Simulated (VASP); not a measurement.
Runs of VASP 6.6.1 on GaN. The structure is that of space group P4/nmm (No. 129), or close to it. The cells are those of the table. 

```csv
task,spin,cell,k mesh,cutoff (eV),smearing,k mesh for the DOS,occupations for the DOS,gap on the mesh (eV),pressure (GPa),largest force (eV/Å)
relaxation of cell and atoms,off,"relaxed from a = 3.758, b = 3.758, c = 3.786 Å, 4 atoms",8 × 8 × 8,600,gaussian 0.02 eV,-,-,(a),0.0,-
single point,off,"a = 4.065, b = 4.065, c = 3.353 Å, 4 atoms",4 × 4 × 6,520,gaussian 0.1 eV,-,-,none,-13.3,0.14
single point,off,"a = 3.760, b = 3.760, c = 3.819 Å, 4 atoms",8 × 8 × 8,520,gaussian 0.02 eV,-,-,0.83,0.3,0.02
single point,"collinear, ferromagnetic start","a = 4.065, b = 4.065, c = 3.353 Å, 4 atoms",4 × 4 × 6,520,gaussian 0.1 eV,-,-,none,(b),0.14
```

Alike in all rows: level PBE; potentials or basis VASP PAW PBE potentials, release 64 (Ga_d, N).

Problem. Estimate the missing entries.

Solution. (a) 0.78; (b) -13.4.

Caveats: some runs use coarse meshes.

A k mesh can miss the band edges, and the runs leave out spin-orbit coupling on Ga.

A gap of «none» marks levels without a gap at the run's occupations.
